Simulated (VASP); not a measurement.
Input of a VASP 6.6.1 run:

The input INCAR:

```
SYSTEM = NaH
ALGO = Normal
EDIFF = 1E-7
ENCUT = 520
GGA = PE
ISIF = 2
ISMEAR = 0
LASPH = .TRUE.
LCHARG = .TRUE.
LELF = .TRUE.
LREAL = .FALSE.
LVHAR = .TRUE.
LWAVE = .FALSE.
NBANDS = 21
NELM = 100
PREC = Accurate
SIGMA = 0.02
```

Contents of KPOINTS:

```
k-points
0
G
  8 8 8
  0 0 0
```

The input POSCAR:

```
NaH
1.0
    0.0000000000      2.4156072983     -2.4156072983
   -4.8312145966      0.0000000000      0.0000000000
    2.4156072983      2.4156072983      4.8312145966
Na H
3 3
Direct
    0.3333333333      0.3333333333      0.6666666667
    0.0000000000      0.0000000000      0.0000000000
    0.6666666667      0.6666666667      0.3333333333
    0.3333333333      0.8333333333      0.6666666667
    0.0000000000      0.5000000000      0.0000000000
    0.6666666667      0.1666666667      0.3333333333
```

Potentials or basis: VASP PAW PBE potentials, release 64 (Na_pv, H).

Command:

```sh
$ cat potpaw_PBE.64/Na_pv/POTCAR potpaw_PBE.64/H/POTCAR > POTCAR
$ mpirun -np 1 vasp_std > vasp.out
```

Problem. Estimate the band gap on the k mesh.

Solution. 3.76 eV.

Problem. Predict the pressure.

Solution. 0.0 GPa.

A k mesh can miss the band edges.
